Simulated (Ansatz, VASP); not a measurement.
## One calculation of WS2, two programs

```
S W
1.0
     3.15974    0.00000    0.00000
    -1.57987    2.73641    0.00000
     0.00000    0.00000   32.29053
S W
2 1
Direct
  0.33333 0.66667 0.45120
  0.33333 0.66667 0.54881
  0.66667 0.33333 0.50001
```

Alike in both runs: task single point; functional PBE; dispersion D3(BJ); k mesh 12 × 12 × 1; occupations gaussian, width 0.02 eV; no spin polarisation.

|  | VASP | Ansatz |
| --- | --- | --- |
| version | VASP 6.6.1 | Ansatz 0.2.0 |
| potentials or method | VASP PAW PBE potentials, release 64 (S, W_sv), cutoff 520 eV | scalar-relativistic, plane waves, PAW |
| valence electrons in the cell | 26 | 26 |

|  | VASP | Ansatz | Ansatz less VASP |
| --- | --- | --- | --- |
| gap on the k mesh at the Fermi level (eV) | 1.92 | 1.92 | -0.004 |
| least direct gap on the mesh (eV) | 1.92 | 1.92 | -0.004 |

Ansatz's warnings: structure snapped to symmetry, xc potential rough in thin density.

Neither program's run includes spin-orbit coupling.
